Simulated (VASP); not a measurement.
# H5C16F in VASP: a series of runs

The runs below take H5C16F through single point, with PBE+D3(BJ).

Everything below comes from runs of VASP 6.6.1. Logs are shortened: lines on timing, memory, paths and dates and some standing lists are left out, and cuts for length are marked.

**1. The cell of the first run**

The cell holds a slab with vacuum, 22 atoms: a = 5.049 Å, b = 5.049 Å, c = 16.676 Å, α = 90.00°, β = 90.00°, γ = 60.00°.

**2. Single point, PBE+D3(BJ)**

INCAR reads:

```
SYSTEM = H5C16F
ALGO = Normal ; EDIFF = 1E-7
ENCUT = 520 ; GGA = PE
ISIF = 2 ; ISMEAR = -1
IVDW = 12 ; LASPH = .True.
LCHARG = .False. ; LREAL = Auto
LWAVE = .False. ; NBANDS = 55
NELM = 60 ; PREC = Accurate
SIGMA = 0.02
```

KPOINTS reads:

```
k-points
0
Gamma
  3 3 1
  0 0 0
```

POSCAR reads:

```
H5C16F
1.0
    5.0487420740      0.0000000427      0.0000000000
    2.5243710740      4.3723389573      0.0000000000
    0.0000000000      0.0000000000     16.6764260000
H C F
5 16 1
Direct
    0.1666666850      0.1666666400      0.0599648900
    0.6666667300      0.1666666350      0.0599648900
    0.1666666850      0.6666666750      0.0599648900
    0.6666667300      0.6666666350      0.0599648900
   -0.0173360851     -0.4913319575      0.3475090678
    0.1666666850      0.1666666400      0.1259262600
    0.6666667300      0.1666666350      0.1259262600
    0.1666666850      0.6666666750      0.1259262600
    0.6666667300      0.6666666350      0.1259262600
   -0.1666666650      0.3333333200      0.1568252800
    0.3333333700      0.3333333150      0.1568252800
   -0.1666666650      0.8333333450      0.1568252800
    0.3333333800      0.8333333100      0.1568252800
   -0.1751430840      0.3384280515      0.2506326064
    0.3292233434      0.3353883283      0.2559770957
   -0.1751430840      0.8367150324      0.2506326064
    0.3286545875      0.8356727063      0.2531686697
   -0.0101017301      0.0050508651      0.2801726669
    0.4917526794      0.0041249729      0.2718243742
   -0.0094231940      0.5047115970      0.2818506168
    0.4917526794      0.5041223477      0.2718243742
   -0.0181233243      0.0090616622      0.3643981640
```

Potentials or basis: VASP PAW PBE potentials, release 64 (H, C, F).

Command:

```sh
$ cat potpaw_PBE.64/H/POTCAR potpaw_PBE.64/C/POTCAR potpaw_PBE.64/F/POTCAR > POTCAR
$ mpirun -np 1 vasp_std > vasp.out
```

OUTCAR:

```text
SYSTEM = H5C16F
   EDIFF = 1E-7
   ENCUT = 520
   GGA = PE
   ISIF = 2
   ISMEAR = -1
   IVDW = 12
   LASPH = .True.
   LREAL = Auto
   NELM = 60
   PREC = Accurate
 IVDW          = 12

 ion  position               nearest neighbor table
   1  0.167  0.167  0.060-   6 1.10
   2  0.667  0.167  0.060-   7 1.10
   3  0.167  0.667  0.060-   8 1.10
   4  0.667  0.667  0.060-   9 1.10
   5  0.983  0.509  0.348-  20 1.10
   6  0.167  0.167  0.126-   1 1.10  13 1.55  10 1.55  11 1.55
   7  0.667  0.167  0.126-   2 1.10  12 1.55  10 1.55  11 1.55
   8  0.167  0.667  0.126-   3 1.10  13 1.55  12 1.55  11 1.55
   9  0.667  0.667  0.126-   4 1.10  10 1.55  12 1.55  13 1.55
  10  0.833  0.333  0.157-   7 1.55   9 1.55   6 1.55  14 1.56
  11  0.333  0.333  0.157-   7 1.55   8 1.55   6 1.55  15 1.65
  12  0.833  0.833  0.157-   7 1.55   9 1.55   8 1.55  16 1.56
  13  0.333  0.833  0.157-   6 1.55   8 1.55   9 1.55  17 1.61
  14  0.825  0.338  0.251-  21 1.50  18 1.54  20 1.54  10 1.56
  15  0.329  0.335  0.256-  19 1.47  21 1.47  20 1.54  11 1.65
  16  0.825  0.837  0.251-  19 1.50  18 1.54  20 1.54  12 1.56
  17  0.329  0.836  0.253-  19 1.48  21 1.48  18 1.55  13 1.61
  18  0.990  0.005  0.280-  22 1.41  14 1.54  16 1.54  17 1.55
  19  0.492  0.004  0.272-  15 1.47  17 1.48  16 1.50
  20  0.991  0.505  0.282-   5 1.10  16 1.54  14 1.54  15 1.54
  21  0.492  0.504  0.272-  15 1.47  17 1.48  14 1.50
  22  0.982  0.009  0.364-  18 1.41

  LATTYP: Found a hexagonal cell.
 ALAT       =     5.0487421480
 C/A-ratio  =     3.3030853055

  Lattice vectors:

 A1 = (  -2.5243710740,  -4.3723389573,   0.0000000000)
 A2 = (   5.0487420740,   0.0000000427,   0.0000000000)
 A3 = (   0.0000000000,   0.0000000000,  16.6764260000)

Analysis of symmetry for initial positions (statically):
=====================================================================
 Subroutine PRICEL returns:
 Original cell was already a primitive cell.

 Routine SETGRP: Setting up the symmetry group for a
 hexagonal supercell.

 Subroutine GETGRP returns: Found  2 space group operations
 (whereof  2 operations were pure point group operations)
 out of a pool of 24 trial point group operations.

The static configuration has the point symmetry C_1h.

Analysis of symmetry for dynamics (positions and initial velocities):
=====================================================================
 Subroutine PRICEL returns:
 Original cell was already a primitive cell.

 Routine SETGRP: Setting up the symmetry group for a
 hexagonal supercell.

[... 128 lines left out ...]
   NFREE  =      0    steps in history (QN), initial steepest desc. (CG)
   ISIF   =      2    stress and relaxation
   ISYM   =      2    0-nonsym 1-usesym 2-fastsym
   POTIM  = 0.5000    time-step for ionic-motion
   TEBEG  =    0.0;   TEEND  =   0.0 temperature during run
   PSTRESS=    0.0 pullay stress
   NELECT =      76.0000    total number of electrons
   NUPDOWN=      -1.0000    fix difference up-down
   EMIN   =  10.00;   EMAX   =-10.00  energy-range for DOS
   EFERMI =   0.00;   METHOD = LEGACY
   ISMEAR =    -1;   SIGMA  =   0.02  broadening in eV -4-tet -1-fermi 0-gaus
   EFERMI_NEDOS =   21; number of points for ismear=-14 and -15
   IALGO  =     38    algorithm
   IMIX   =      4    mixing-type and parameters
     AMIX     =   0.40;   BMIX     =  1.00
     AMIX_MAG =   1.60;   BMIX_MAG =  1.00
  volume/ion in A,a.u.               =      16.73       112.92
  Fermi-wavevector in a.u.,A,eV,Ry     =   0.967563  1.828429 12.737484  0.936179
  Thomas-Fermi vector in A             =   2.097459
   LORBIT       =      0    0 simple, 1 ext, 2 COOP (PROOUT), +10 PAW based schemes
   GGA     = PE    functional components
   LHFCALC =     F    Hartree Fock is set to
   AEXX    =    0.0000 exact exchange contribution
   IVDW    =    12    specifies the selected vdW correction
   LEPSILON=     F    determine dielectric tensor
   LRPA    =     F    only Hartree local field effects (RPA)
 non-spin polarized calculation
  energy-cutoff  :      520.00
  volume of cell :      368.13
 maximum number of plane-waves:      9916
 NGX is ok and might be reduce to    40
   NGX = 19   NGY = 19   NGZ = 63

 number of electron      75.9999997 magnetization

 Free energy of the ion-electron system (eV)
  ---------------------------------------------------
  ext. energy  EPLUGINS =         0.00000000
  ---------------------------------------------------
  free energy    TOTEN  =      -163.91105762 eV

  energy without entropy =     -163.90283564  energy(sigma->0) =     -163.90694663

 E-fermi :   0.2798     XC(G=0):  -4.9308

 val. band max:        0.2575182218   @ k =  -0.3333   0.3333   0.0000
 cond. band min:       0.2797980762   @ k =   0.0000   0.0000   0.0000
 fundamental gap:      0.0222798544
 Fermi energy:         0.2797677066

 k-point     1 :       0.0000    0.0000    0.0000
  band No.  band energies     occupation
      1     -25.8721      2.00000
      2     -20.8868      2.00000
      3     -18.0523      2.00000
      4     -15.7796      2.00000
      5     -15.7232      2.00000
      6     -15.6812      2.00000
[... 201 lines left out ...]
     49       6.6979      0.00000
     50       6.8869      0.00000
 [bands above 50 left out]

------------------------ aborting loop because EDIFF is reached ----------------------------------------

 Edisp (eV)   -2.34394

 E8    (eV) :    -0.6896

  FORCE on cell =-STRESS in cart. coord.  units (eV):
  Direction    XX          YY          ZZ          XY          YZ          ZX
  --------------------------------------------------------------------------------------
  -------------------------------------------------------------------------------------
  Total      -1.08306     0.00160    -1.77600     0.93934    -0.00083     0.00143
  in kB      -4.71373     0.00695    -7.72954     4.08823    -0.00360     0.00623
  external pressure =       -4.15 kB  Pullay stress =        0.00 kB

 VOLUME and BASIS-vectors are now :
 -----------------------------------------------------------------------------
  energy-cutoff  :      520.00
  volume of cell :      368.13
      direct lattice vectors                 reciprocal lattice vectors
     5.048742074  0.000000043  0.000000000     0.198069141 -0.114355272  0.000000000
     2.524371074  4.372338957  0.000000000    -0.000000002  0.228710540  0.000000000
     0.000000000  0.000000000 16.676426000     0.000000000  0.000000000  0.059964887

 POSITION                                       TOTAL-FORCE (eV/Angst)
 -----------------------------------------------------------------------------------
      1.26219      0.72872      1.00000         0.063094      0.025825     -0.136319
      3.78656      0.72872      1.00000        -0.036293      0.020954     -0.085665
      2.52437      2.91489      1.00000         0.009182     -0.067554     -0.136319
      5.04874      2.91489      1.00000        -0.022297      0.012873     -0.109180
      6.24528      2.22407      5.79521        -0.000115      0.000066      0.029973
      1.26219      0.72872      2.10000        -0.055560     -0.028956      1.330692
[... 14 lines left out ...]
      3.75532      2.20419      4.53306         0.003448     -0.000345      0.027429
      4.98012      0.03962      6.07686        -0.008706      0.005026      0.299594
 -----------------------------------------------------------------------------------
    total drift:                                0.023713     -0.013692     -0.058568

  FREE ENERGIE OF THE ION-ELECTRON SYSTEM (eV)
  ---------------------------------------------------
  free  energy   TOTEN  =      -166.2549993061 eV

  energy  without entropy=     -166.2467773255  energy(sigma->0) =     -166.25088832
```

Wall time 7.3 min (1 thread of Intel Xeon 8259CL, shared host); peak memory 0.48 GiB.

Results:

| Quantity | Value |
| --- | --- |
| Free energy | -166.2550 eV |
| Largest force | 1.688 eV/Å |
| Dispersion energy per atom | -0.107 eV |

Forces in eV/Å, atoms in the order of the input:
```
H    0.063  0.026 -0.136
H   -0.036  0.021 -0.086
H    0.009 -0.068 -0.136
H   -0.022  0.013 -0.109
H    0.000  0.000  0.030
C   -0.056 -0.029  1.331
C   -0.012  0.007  1.441
C   -0.003  0.063  1.331
C   -0.006  0.003  1.363
C    0.176 -0.118 -1.077
C    0.060 -0.034 -1.326
C    0.190 -0.093 -1.077
C   -0.377  0.218 -1.631
C    0.010 -0.003 -0.001
C   -0.005  0.003 -0.007
C    0.007 -0.007 -0.001
C   -0.007  0.004 -0.002
C    0.013 -0.007 -0.266
C    0.002 -0.003  0.027
C   -0.001  0.001  0.004
C    0.003  0.000  0.027
F   -0.009  0.005  0.300
```

Levels at points of the mesh, in eV from the Fermi level:
```
           k point  band 36  band 37  band 38  band 39  band 40  band 41
(0.00, 0.00, 0.00)    -1.74    -1.72    -0.36     0.00     1.97     3.56
```

Caveat: the k points lie up to 0.48 Å⁻¹ apart.

**3. Single point, PBE+D3(BJ)**

INCAR reads:

```
SYSTEM = H5C16F
PREC = Accurate
ENCUT = 520
EDIFF = 1E-6
ISMEAR = -1
SIGMA = 0.02
LREAL = Auto
LASPH = .True.
NELM = 80
ALGO = Normal
ISIF = 2
LWAVE = .False.
LCHARG = .False.
GGA = PE
IVDW = 12
NBANDS = 55
```

KPOINTS reads:

```
Automatic mesh
0
Gamma
  3 3 1
  0 0 0
```

POSCAR reads:

```
H5C16F
1.0
    5.0487420000      0.0000000000      0.0000000000
    2.5243710000      4.3723390000      0.0000000000
    0.0000000000      0.0000000000     16.6764260000
H C F
5 16 1
Direct
    0.1666667000      0.1666667000      0.0599649000
    0.6666667000      0.1666667000      0.0599649000
    0.1666667000      0.6666667000      0.0599649000
    0.6666667000      0.6666667000      0.0599649000
   -0.4443408029      0.3900678272      0.3732194051
    0.1666667000      0.1666667000      0.1259263000
    0.6666667000      0.1666667000      0.1259263000
    0.1666667000      0.6666667000      0.1259263000
    0.6666667000      0.6666667000      0.1259263000
   -0.1666667000      0.3333333000      0.1568253000
    0.3333333000      0.3333333000      0.1568253000
   -0.1666667000      0.8333333000      0.1568253000
    0.3333333000      0.8333333000      0.1568253000
   -0.1682850889      0.3344163143      0.2555187327
    0.3337803916      0.3344047637      0.2555117877
   -0.1661916596      0.8322499529      0.2569173574
    0.3348416759      0.8302499653      0.2563340744
    0.0004401898     -0.0000397868      0.2702249984
    0.4994994042     -0.0000460753      0.2702902208
    0.0005394424      0.4988248043      0.2725266928
    0.5002683888      0.4993545309      0.2810119967
   -0.3661780822      0.2350751369      0.4186080729
```

Potentials or basis: VASP PAW PBE potentials, release 64 (H, C, F).

Command:

```sh
$ cat potpaw_PBE.64/H/POTCAR potpaw_PBE.64/C/POTCAR potpaw_PBE.64/F/POTCAR > POTCAR
$ mpirun -np 1 vasp_std > vasp.out
```

OUTCAR:

```text
SYSTEM = H5C16F
   PREC = Accurate
   ENCUT = 520
   EDIFF = 1E-6
   ISMEAR = -1
   LREAL = Auto
   LASPH = .True.
   NELM = 80
   ISIF = 2
   GGA = PE
   IVDW = 12
 IVDW          = 12

 ion  position               nearest neighbor table
   1  0.167  0.167  0.060-   6 1.10
   2  0.667  0.167  0.060-   7 1.10
   3  0.167  0.667  0.060-   8 1.10
   4  0.667  0.667  0.060-   9 1.10
   5  0.556  0.390  0.373-  22 1.02
   6  0.167  0.167  0.126-   1 1.10  11 1.55  10 1.55  13 1.55
   7  0.667  0.167  0.126-   2 1.10  10 1.55  11 1.55  12 1.55
   8  0.167  0.667  0.126-   3 1.10  13 1.55  12 1.55  11 1.55
   9  0.667  0.667  0.126-   4 1.10  12 1.55  13 1.55  10 1.55
  10  0.833  0.333  0.157-   7 1.55   6 1.55   9 1.55  14 1.65
  11  0.333  0.333  0.157-   6 1.55   7 1.55   8 1.55  15 1.65
  12  0.833  0.833  0.157-   9 1.55   8 1.55   7 1.55  16 1.67
  13  0.333  0.833  0.157-   8 1.55   9 1.55   6 1.55  17 1.66
  14  0.832  0.334  0.256-  18 1.48  20 1.48  21 1.51  10 1.65
  15  0.334  0.334  0.256-  19 1.48  20 1.48  21 1.51  11 1.65
  16  0.834  0.832  0.257-  18 1.48  19 1.48  20 1.48  12 1.67
  17  0.335  0.830  0.256-  19 1.48  18 1.48  21 1.50  13 1.66
[... 218 lines left out ...]
  band No.  band energies     occupation
      1     -23.2246      2.00000
      2     -21.8121      2.00000
      3     -19.0016      2.00000
      4     -16.6626      2.00000
      5     -16.5407      2.00000
      6     -16.5351      2.00000
[... 254 lines left out ...]
     49       6.2912      0.00000
     50       6.3000      0.00000
 [bands above 50 left out]

------------------------ aborting loop because EDIFF is reached ----------------------------------------

 Edisp (eV)   -2.33867

 E8    (eV) :    -0.6891

  FORCE on cell =-STRESS in cart. coord.  units (eV):
  Direction    XX          YY          ZZ          XY          YZ          ZX
  --------------------------------------------------------------------------------------
  -------------------------------------------------------------------------------------
  Total      -0.65421    -0.64778    -3.06445     0.00109    -0.05287     0.00568
  in kB      -2.84725    -2.81926   -13.33714     0.00476    -0.23011     0.02474
  external pressure =       -6.33 kB  Pullay stress =        0.00 kB

 VOLUME and BASIS-vectors are now :
 -----------------------------------------------------------------------------
  energy-cutoff  :      520.00
  volume of cell :      368.13
      direct lattice vectors                 reciprocal lattice vectors
     5.048742000  0.000000000  0.000000000     0.198069143 -0.114355268  0.000000000
     2.524371000  4.372339000  0.000000000     0.000000000  0.228710537  0.000000000
     0.000000000  0.000000000 16.676426000     0.000000000  0.000000000  0.059964887

 POSITION                                       TOTAL-FORCE (eV/Angst)
 -----------------------------------------------------------------------------------
      1.26219      0.72872      1.00000        -0.000266     -0.006932     -0.145905
      3.78656      0.72872      1.00000        -0.000265     -0.018748     -0.123435
      2.52437      2.91489      1.00000        -0.012936     -0.005768     -0.046687
      5.04874      2.91489      1.00000         0.012565     -0.005692     -0.045590
      3.79006      1.70551      6.22397        -0.003476      0.134137     -0.144637
      1.26219      0.72872      2.10000         0.000171     -0.003417      1.542460
[... 14 lines left out ...]
      3.78628      2.18335      4.68628         0.004040      0.003525      0.018234
      3.79342      1.02783      6.98089         0.001707     -0.140424      0.160720
 -----------------------------------------------------------------------------------
    total drift:                                0.001245      0.003799     -0.063211

  FREE ENERGIE OF THE ION-ELECTRON SYSTEM (eV)
  ---------------------------------------------------
  free  energy   TOTEN  =      -162.9534821236 eV

  energy  without entropy=     -162.9430889905  energy(sigma->0) =     -162.94828556
```

OSZICAR:

```text
N       E                     dE             d eps       ncg     rms          rms(c)
DAV:   1     0.546236085581E+03    0.54624E+03   -0.33733E+04   550   0.117E+03
DAV:   2    -0.102936589738E+03   -0.64917E+03   -0.62567E+03   788   0.284E+02
DAV:   3    -0.167481422459E+03   -0.64545E+02   -0.63957E+02   660   0.911E+01
[... 18 lines left out ...]
DAV:  22    -0.160614766142E+03   -0.57518E-04   -0.41685E-06   470   0.417E-03    0.134E-03
DAV:  23    -0.160614793866E+03   -0.27723E-04   -0.15892E-06   462   0.264E-03    0.668E-04
DAV:  24    -0.160614807239E+03   -0.13374E-04   -0.71302E-07   468   0.218E-03    0.529E-04
DAV:  25    -0.160614811326E+03   -0.40866E-05   -0.28794E-07   484   0.121E-03    0.312E-04
DAV:  26    -0.160614812245E+03   -0.91910E-06   -0.87546E-08   460   0.703E-04
   1 F= -.16295348E+03 E0= -.16294829E+03  d E =-.103931E-01
```

stdout:

```text
POSCAR found type information on POSCAR H C F
 POSCAR found :  3 types and      22 ions
 scaLAPACK will be used
 LDA part: xc-table for (Slater+PW92), standard interpolation
 POSCAR, INCAR and KPOINTS ok, starting setup
 FFT: planning ... GRIDC
 FFT: planning ... GRID_SOFT
 FFT: planning ... GRID
 WAVECAR not read
 entering main loop
```

It took 8.8 min on 1 thread of Intel Xeon 8259CL, shared host; peak memory 0.49 GiB.

What came out:

- Free energy: -162.9535 eV
- Largest force: 1.771 eV/Å
- Band gap on the k mesh: zero (bands 38 and 39 overlap by 0.33 eV)
- Dispersion energy per atom: -0.106 eV

Forces in eV/Å, atoms in the order of the input:
```
H    0.000 -0.007 -0.146
H    0.000 -0.019 -0.123
H   -0.013 -0.006 -0.047
H    0.013 -0.006 -0.046
H   -0.003  0.134 -0.145
C    0.000 -0.003  1.542
C    0.000  0.072  1.566
C    0.073 -0.041  1.681
C   -0.074 -0.041  1.682
C    0.057 -0.103 -1.425
C   -0.059 -0.103 -1.422
C    0.000  0.146 -1.765
C   -0.001  0.114 -1.579
C   -0.001  0.003 -0.009
C    0.001  0.000 -0.001
C    0.003  0.000  0.013
C    0.000 -0.008  0.000
C   -0.013 -0.003  0.019
C    0.013  0.001  0.007
C    0.000  0.008  0.017
C    0.004  0.004  0.018
F    0.002 -0.140  0.161
```

Caveat: the k points lie up to 0.48 Å⁻¹ apart.
